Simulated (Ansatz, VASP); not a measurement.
# One calculation of KF, two programs

File INCAR:

```
SYSTEM = KF
ALGO = Normal
EDIFF = 1E-7
ENCUT = 520
GGA = PE
ISIF = 2
ISMEAR = 0
LASPH = .TRUE.
LCHARG = .TRUE.
LELF = .TRUE.
LREAL = .FALSE.
LVHAR = .TRUE.
LWAVE = .FALSE.
NBANDS = 15
NELM = 60
PREC = Accurate
SIGMA = 0.1
```

File KPOINTS:

```
k-points
0
G
  8 8 8
  0 0 0
```

POSCAR

```
KF
1.0
    3.2589550000      0.0000000000      0.0000000000
    0.0000000000      3.2589550000      0.0000000000
    0.0000000000      0.0000000000      3.2589550000
K F
1 1
Direct
    0.0000000000      0.0000000000      0.0000000000
    0.5000000000      0.5000000000      0.5000000000
```

Contents of input.yaml:

```yaml
crystal:
  lattice:
    - [3.258955, 0.0, 0.0]
    - [0.0, 3.258955, 0.0]
    - [0.0, 0.0, 3.258955]
  atoms:
    - { symbol: K, position: [0.0, 0.0, 0.0] }
    - { symbol: F, position: [0.5, 0.5, 0.5] }
kpoints:
  mp_grid: { grid: [8, 8, 8] }
scf:
  occupations: { method: gaussian, width: 0.1 }
hamiltonian:
  xc: pbe
  pseudopotentials: { kind: all_electron, lapw: { basis_error: 0.001 } }
output:
  forces: true
  stress: true
  eigenvalues: true
```

Alike in both runs: task single point; functional PBE; k mesh 8 × 8 × 8; occupations gaussian, width 0.1 eV; no spin polarisation.

|  | VASP | Ansatz |
| --- | --- | --- |
| version | VASP 6.6.1 | Ansatz 0.2.0 |
| potentials or method | VASP PAW PBE potentials, release 64 (K_sv, F), cutoff 520 eV | all-electron LAPW, scalar-relativistic |

VASP gave:

| Property | Result |
| --- | --- |
| gap on the k mesh at the Fermi level (eV) | 6.26 |
| least direct gap on the mesh (eV) | 6.31 |
| pressure (GPa) | 0.0 |

Problem. Estimate Ansatz's values.

Solution. gap on the k mesh at the Fermi level (eV): 6.27; least direct gap on the mesh (eV): 6.32; pressure (GPa): 0.0.

Ansatz ran all-electron here, and VASP with PAW potentials.
